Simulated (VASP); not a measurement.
# Hf6Be (Pm-3m) in VASP: relaxation of cell and atoms with PBE

Aim: the relaxation of cell and atoms of Hf6Be with PBE.

Program: VASP 6.6.1. These are calculated values, not measurements. Logs are shortened: lines on timing, memory, paths and dates and some standing lists are left out, and cuts for length are marked.

## 1. The cell of the first run

The structure is cubic, space group Pm-3m (No. 221). Conventional cell: a = 7.124 Å, b = 7.124 Å, c = 7.124 Å, α = 90.00°, β = 90.00°, γ = 90.00°. Hf (site symmetry 4mm) has 5 Hf at 2.85 to 3.09 Å within 3.8 Å.

## 2. Relaxation of cell and atoms, PBE

File INCAR:

```
SYSTEM = Hf6Be
PREC = Accurate ; ENCUT = 600
EDIFF = 1E-6 ; ISMEAR = 0
SIGMA = 0.1 ; LREAL = .FALSE.
LASPH = .TRUE. ; NELM = 100
ALGO = Normal ; ISIF = 3
LWAVE = .FALSE. ; LCHARG = .FALSE.
GGA = PE ; IBRION = 2
NSW = 100 ; EDIFFG = -0.01
```

File KPOINTS:

```
Automatic mesh
0
G
  6 6 6
  0 0 0
```

File POSCAR:

```
Hf6Be
1.0
    7.1242584966      0.0000000000      0.0000000000
    0.0000000000      7.1242584966      0.0000000000
    0.0000000000      0.0000000000      7.1242584966
Hf Be
6 1
Direct
    0.2169065678      0.5000000000      0.5000000000
    0.5000000000      0.5000000000      0.7830934322
    0.5000000000      0.5000000000      0.2169065678
    0.5000000000      0.2169065678      0.5000000000
    0.5000000000      0.7830934322      0.5000000000
    0.7830934322      0.5000000000      0.5000000000
    0.0000000000      0.0000000000      0.0000000000
```

Potentials or basis: VASP PAW PBE potentials, release 64 (Hf_pv, Be).

Started as:

```bash
cat potpaw_PBE.64/Hf_pv/POTCAR potpaw_PBE.64/Be/POTCAR > POTCAR
mpirun -np 1 vasp_std > vasp.out
```

OUTCAR:

```text
SYSTEM = Hf6Be
   PREC = Accurate
   ENCUT = 600
   EDIFF = 1E-6
   ISMEAR = 0
   LREAL = .FALSE.
   LASPH = .TRUE.
   NELM = 100
   ISIF = 3
   GGA = PE
   IBRION = 2
   NSW = 100
   EDIFFG = -0.01

 ion  position               nearest neighbor table
   1  0.217  0.500  0.500-   2 2.85   3 2.85   4 2.85   5 2.85   6 3.09
   2  0.500  0.500  0.783-   1 2.85   4 2.85   5 2.85   6 2.85   3 3.09
   3  0.500  0.500  0.217-   1 2.85   4 2.85   5 2.85   6 2.85   2 3.09
   4  0.500  0.217  0.500-   1 2.85   2 2.85   3 2.85   6 2.85   5 3.09
   5  0.500  0.783  0.500-   1 2.85   2 2.85   3 2.85   6 2.85   4 3.09
   6  0.783  0.500  0.500-   2 2.85   3 2.85   4 2.85   5 2.85   1 3.09
   7  0.000  0.000  0.000-

  LATTYP: Found a simple cubic cell.
 ALAT       =     7.1242584966

  Lattice vectors:

 A1 = (   7.1242584966,   0.0000000000,   0.0000000000)
 A2 = (   0.0000000000,   7.1242584966,   0.0000000000)
 A3 = (   0.0000000000,   0.0000000000,   7.1242584966)

Analysis of symmetry for initial positions (statically):
=====================================================================
 Subroutine PRICEL returns:
 Original cell was already a primitive cell.

 Routine SETGRP: Setting up the symmetry group for a
 simple cubic supercell.

 Subroutine GETGRP returns: Found 48 space group operations
 (whereof 48 operations were pure point group operations)
 out of a pool of 48 trial point group operations.

The static configuration has the point symmetry O_h .

Analysis of symmetry for dynamics (positions and initial velocities):
=====================================================================
 Subroutine PRICEL returns:
 Original cell was already a primitive cell.

 Routine SETGRP: Setting up the symmetry group for a
 simple cubic supercell.

 Subroutine GETGRP returns: Found 48 space group operations
 (whereof 48 operations were pure point group operations)
 out of a pool of 48 trial point group operations.

The dynamic configuration has the point symmetry O_h .

 Subroutine INISYM returns: Found 48 space group operations
 (whereof 48 operations are pure point group operations),
 and found     1 'primitive' translations

----------------------------------------------------------------------------------------

                                     Primitive cell

  volume of cell :     361.5922

  direct lattice vectors                    reciprocal lattice vectors
     7.124258497  0.000000000  0.000000000     0.140365485  0.000000000  0.000000000
     0.000000000  7.124258497  0.000000000     0.000000000  0.140365485  0.000000000
     0.000000000  0.000000000  7.124258497     0.000000000  0.000000000  0.140365485

  length of vectors
     7.124258497  7.124258497  7.124258497     0.140365485  0.140365485  0.140365485

  position of ions in fractional coordinates (direct lattice)
     0.216906568  0.500000000  0.500000000
     0.500000000  0.500000000  0.783093432
     0.500000000  0.500000000  0.216906568
     0.500000000  0.216906568  0.500000000
     0.500000000  0.783093432  0.500000000
     0.783093432  0.500000000  0.500000000
     0.000000000  0.000000000  0.000000000

  ion indices of the primitive-cell ions
   primitive index   ion index
                 1           1
                 2           2
                 3           3
                 4           4
                 5           5
                 6           6
                 7           7

----------------------------------------------------------------------------------------

 KPOINTS: Automatic mesh

Automatic generation of k-mesh.
 Grid dimensions read from file:
 generate k-points for:    6    6    6

 Generating k-lattice:

  Cartesian coordinates                     Fractional coordinates (reciprocal lattice)
     0.023394248  0.000000000  0.000000000     0.166666667  0.000000000  0.000000000
     0.000000000  0.023394248  0.000000000     0.000000000  0.166666667  0.000000000
     0.000000000  0.000000000  0.023394248     0.000000000  0.000000000  0.166666667

  Length of vectors
     0.023394248  0.023394248  0.023394248

  Shift w.r.t. Gamma in fractional coordinates (k-lattice)
     0.000000000  0.000000000  0.000000000

 Subroutine IBZKPT returns following result:
 ===========================================

 Found     20 irreducible k-points:

 Following reciprocal coordinates:
            Coordinates               Weight
  0.000000  0.000000  0.000000      1.000000
  0.166667  0.000000  0.000000      6.000000
  0.333333  0.000000  0.000000      6.000000
  0.500000  0.000000  0.000000      3.000000
  0.166667  0.166667  0.000000     12.000000
  0.333333  0.166667  0.000000     24.000000
[... 12 lines left out ...]
  0.500000  0.500000  0.333333      6.000000
  0.500000  0.500000  0.500000      1.000000
   k-points           NKPTS =     20   k-points in BZ     NKDIM =     20   number of bands    NBANDS=     37
   number of dos      NEDOS =    301   number of ions     NIONS =      7
   total plane-waves  NPLWV = 216000
   dimension x,y,z NGX =    60 NGY =   60 NGZ =   60
   dimension x,y,z NGXF=   120 NGYF=  120 NGZF=  120
   ions per type =               6   1
   NGX,Y,Z   is equivalent  to a cutoff of  14.00, 14.00, 14.00 a.u.
   NGXF,Y,Z  is equivalent  to a cutoff of  28.00, 28.00, 28.00 a.u.
 SYSTEM =  Hf6Be
   PREC   = accura    normal or accurate (medium, high low for compatibility)
   ISTART =      0    job   : 0-new  1-cont  2-samecut
   ICHARG =      2    charge: 1-file 2-atom 10-const
   ISPIN  =      1    spin polarized calculation?
   LNONCOLLINEAR =      F non collinear calculations
   LSORBIT =      F    spin-orbit coupling
   LASPH  =      T    aspherical Exc in radial PAW
   ENCUT  =  600.0 eV  44.10 Ry    6.64 a.u.  14.23 14.23 14.23*2*pi/ulx,y,z
   NELM   =    100;   NELMIN=  2; NELMDL= -5     # of ELM steps
   EDIFF  = 0.1E-05   stopping-criterion for ELM
   LREAL  =      F    real-space projection
   EDIFFG = -.1E-01   stopping-criterion for IOM
   NSW    =    100    number of steps for IOM
   IBRION =      2    ionic relax: 0-MD 1-quasi-New 2-CG
   NFREE  =      1    steps in history (QN), initial steepest desc. (CG)
   ISIF   =      3    stress and relaxation
   ISYM   =      2    0-nonsym 1-usesym 2-fastsym
   POTIM  = 0.5000    time-step for ionic-motion
   TEBEG  =    0.0;   TEEND  =   0.0 temperature during run
   PSTRESS=    0.0 pullay stress
   NELECT =      62.0000    total number of electrons
   NUPDOWN=      -1.0000    fix difference up-down
   EMIN   =  10.00;   EMAX   =-10.00  energy-range for DOS
   EFERMI =   0.00;   METHOD = LEGACY
   ISMEAR =     0;   SIGMA  =   0.10  broadening in eV -4-tet -1-fermi 0-gaus
   EFERMI_NEDOS =   21; number of points for ismear=-14 and -15
   IALGO  =     38    algorithm
   IMIX   =      4    mixing-type and parameters
     AMIX     =   0.40;   BMIX     =  1.00
     AMIX_MAG =   1.60;   BMIX_MAG =  1.00
  volume/ion in A,a.u.               =      51.66       348.59
  Fermi-wavevector in a.u.,A,eV,Ry     =   0.909492  1.718691 11.254418  0.827176
  Thomas-Fermi vector in A             =   2.033543
   LORBIT       =      0    0 simple, 1 ext, 2 COOP (PROOUT), +10 PAW based schemes
   GGA     = PE    functional components
   LHFCALC =     F    Hartree Fock is set to
   AEXX    =    0.0000 exact exchange contribution
   IVDW    =     0    specifies the selected vdW correction
   LEPSILON=     F    determine dielectric tensor
   LRPA    =     F    only Hartree local field effects (RPA)
 conjugate gradient relaxation of ions
 non-spin polarized calculation
 Gauss-broadening in eV      SIGMA  =   0.10
  energy-cutoff  :      600.00
  volume of cell :      361.59
 maximum number of plane-waves:     12140
 NGX is ok and might be reduce to    60
   NGX = 29   NGY = 29   NGZ = 29

--------------------------------------- Ionic step        1  -------------------------------------------

 number of electron      61.9999988 magnetization

 Free energy of the ion-electron system (eV)
  ---------------------------------------------------
  ext. energy  EPLUGINS =         0.00000000
  ---------------------------------------------------
  free energy    TOTEN  =       -45.83217276 eV

  energy without entropy =      -45.77405092  energy(sigma->0) =      -45.80311184

------------------------ aborting loop because EDIFF is reached ----------------------------------------

  FORCE on cell =-STRESS in cart. coord.  units (eV):
  Direction    XX          YY          ZZ          XY          YZ          ZX
  --------------------------------------------------------------------------------------
  -------------------------------------------------------------------------------------
  Total        0.0267441      0.0267441      0.0267441      0.0000000      0.0000000      0.0000000
  in kB        0.1185005      0.1185005      0.1185005      0.0000000      0.0000000      0.0000000
  external PRESSURE =       0.1185005 kB  Pullay stress =       0.0000000 kB
[... 149 lines left out ...]
  energy  without entropy=      -45.7775957131  energy(sigma->0) =      -45.80685673

--------------------------------------- Ionic step        5  -------------------------------------------

 number of electron      61.9999992 magnetization

 Free energy of the ion-electron system (eV)
  ---------------------------------------------------
  ext. energy  EPLUGINS =         0.00000000
  ---------------------------------------------------
  free energy    TOTEN  =       -45.83684098 eV

  energy without entropy =      -45.77794895  energy(sigma->0) =      -45.80739496

 E-fermi :  -0.1349     XC(G=0):  -6.7598

 val. band max:       -0.1364636519   @ k =   0.5000   0.1667   0.1667
 cond. band min:      -0.1180285827   @ k =   0.5000   0.3333   0.1667
 fundamental gap:      0.0184350693
 Fermi energy:        -0.1348636365

 k-point     1 :       0.0000    0.0000    0.0000
  band No.  band energies     occupation
      1     -31.5111      2.00000
      2     -31.1314      2.00000
      3     -31.1314      2.00000
      4     -31.1314      2.00000
      5     -31.0974      2.00000
      6     -31.0974      2.00000
[... 823 lines left out ...]
  FREE ENERGIE OF THE ION-ELECTRON SYSTEM (eV)
  ---------------------------------------------------
  free  energy   TOTEN  =       -45.8368409754 eV

  energy  without entropy=      -45.7779489496  energy(sigma->0) =      -45.80739496

 reached required accuracy - stopping structural energy minimisation
```

Wall time 14 min (1 thread of Intel Xeon Platinum 8488C (Sapphire Rapids), shared host); peak memory 0.69 GiB.

Results:

| Quantity | Value |
| --- | --- |
| Free energy | -45.8368 eV |
| Relaxed volume | 52.38 Å³/atom |
| Relaxed cell | a = 7.157 Å, b = 7.157 Å, c = 7.157 Å, α = 90.00°, β = 90.00°, γ = 90.00° |
| Space group after relaxing (to 0.05 Å) | Pm-3m (No. 221) |
| Energy gained by relaxing | 0.7 meV/atom |
| Ionic steps | 5 |
| Pressure after relaxing | 0.0 GPa |
| Band gap on the k mesh | zero (band 31 reaches -0.05 eV, above the bottom of band 32 at -0.41 eV) |

The path:
| step | energy change (eV) | largest force (eV/Å) | pressure (GPa) | volume (Å³) |
| --- | --- | --- | --- | --- |
| 1 | 0.0000 | 0.1198 | 0.01 | 361.59 |
| 2 | -0.0020 | 0.0099 | 0.18 | 361.79 |
| 3 | -0.0020 | 0.0065 | 0.16 | 361.79 |
| 4 | -0.0039 | 0.0026 | 0.09 | 364.31 |
| 5 | -0.0047 | 0.0018 | 0.01 | 366.66 |

Final structure:
```
Hf Be
1.0
     7.15738    0.00000    0.00000
     0.00000    7.15738    0.00000
     0.00000    0.00000    7.15738
Hf Be
6 1
Cartesian
  1.5642 3.5787 3.5787
  3.5787 3.5787 5.5931
  3.5787 3.5787 1.5642
  3.5787 1.5642 3.5787
  3.5787 5.5931 3.5787
  5.5931 3.5787 3.5787
  0.0000 0.0000 0.0000
```

Caveat: spin-orbit coupling is left out, which moves the levels of the heavy elements.
